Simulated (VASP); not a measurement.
Here is a VASP 6.6.1 calculation.

The input INCAR:

```
SYSTEM = TiC
PREC     = Accurate       ! precision mode
ENCUT    = 520            ! plane-wave cutoff, eV
EDIFF    = 1E-6           ! SCF threshold, eV
ISMEAR   = 0              ! smearing method
SIGMA    = 0.15           ! smearing width, eV
LREAL    = .FALSE.        ! projectors in reciprocal space
LASPH    = .TRUE.         ! aspherical terms in the spheres
NELM     = 100            ! most SCF steps
ALGO     = Normal         ! electronic algorithm
ISIF     = 2              ! what is computed and relaxed
LWAVE    = .FALSE.        ! write WAVECAR
LCHARG   = .FALSE.        ! write CHGCAR
GGA      = PS             ! functional
NBANDS   = 15             ! bands
```

The input KPOINTS:

```
regular mesh
0
G
  18 18 18
  0 0 0
```

File POSCAR:

```
TiC
1.0
    0.0000000000      2.0990800000      2.1964600000
    2.0990800000      0.0000000000      2.1964600000
    2.0990800000      2.0990800000      0.0000000000
Ti C
1 1
Direct
    0.0000000000      0.0000000000      0.0000000000
    0.5000000000      0.5000000000      0.5000000000
```

Potentials or basis: VASP PAW PBE potentials, release 64 (Ti_sv, C).

Run with:

```console
$ cat potpaw_PBE.64/Ti_sv/POTCAR potpaw_PBE.64/C/POTCAR > POTCAR
$ mpirun -np 1 vasp_std > vasp.out
```

Problem. Estimate the band gap on the k mesh.

Solution. Zero (bands 8 and 9 overlap by 1.36 eV).

Problem. Estimate the pressure.

Solution. 7.3 GPa.

Stress tensor (GPa, compression positive):
```
14.09  0.00  0.00
 0.00 14.09  0.00
 0.00  0.00 -6.23
```

Caveat: the cell differs from its parent crystal (strain -0.030 along x and y, +0.015 along z); the stress differs along the axes, from -6 to 14 GPa; the PAW data sets were made with another functional, which shifts forces and pressure a little.
